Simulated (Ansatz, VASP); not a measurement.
**Two plane-wave programs on I**

Contents of INCAR:

```
ALGO = Normal
EDIFF = 1E-7
EDIFFG = -0.005
ENCUT = 600
GGA = PE
IBRION = 2
ISIF = 3
ISMEAR = -1
LASPH = T
LCHARG = F
LREAL = F
LWAVE = F
NELM = 60
NSW = 60
PREC = Accurate
SIGMA = 0.05
```

File KPOINTS:

```
k-points
0
Gamma
  14 14 14
```

Contents of POSCAR:

```
I
1.0
    0.0000000000      2.5712815907      2.5712815907
    2.5712815907      0.0000000000      2.5712815907
    2.5712815907      2.5712815907      0.0000000000
I
1
Direct
    0.0000000000      0.0000000000      0.0000000000
```

Input for Ansatz:

```yaml
crystal:
  lattice:
    - [0.0, 2.5712815907, 2.5712815907]
    - [2.5712815907, 0.0, 2.5712815907]
    - [2.5712815907, 2.5712815907, 0.0]
  atoms:
    - { symbol: I, position: [0.0, 0.0, 0.0] }
kpoints:
  mp_grid: { grid: [14, 14, 14] }
scf:
  occupations: { method: fermi_dirac, width: 0.05 }
hamiltonian:
  xc: pbe
  pseudopotentials: { kind: paw }
output:
  forces: true
  stress: true
  write_density: true
  write_potential: true
  elf: true
  volumetric_format: npy
relax:
  f_tol: 0.005
  max_steps: 40
  cell: {}
```

Alike in both runs: task relaxation of cell and atoms; functional PBE; k mesh 14 × 14 × 14; occupations fermi-dirac, width 0.05 eV; no spin polarisation.

```csv
,VASP,Ansatz
version,VASP 6.6.1,Ansatz 0.2.0
potentials or method,"VASP PAW PBE potentials, release 64 (I)","PAW with Ansatz's default frozen-core files, scalar-relativistic"
plane-wave cutoff (eV),600,420
valence electrons in the cell,7,17
```

```tsv
	VASP	Ansatz	Ansatz less VASP
relaxed volume (Å³/atom)	35.04	35.04	+0.005
relaxed cell length with the largest relative difference (Å)	3.673	3.673	+0.0002
```

VASP's potentials hold 7 valence electrons a cell and Ansatz's 17, so a difference there can come from the potentials and not from the codes.

Neither program's run includes spin-orbit coupling.
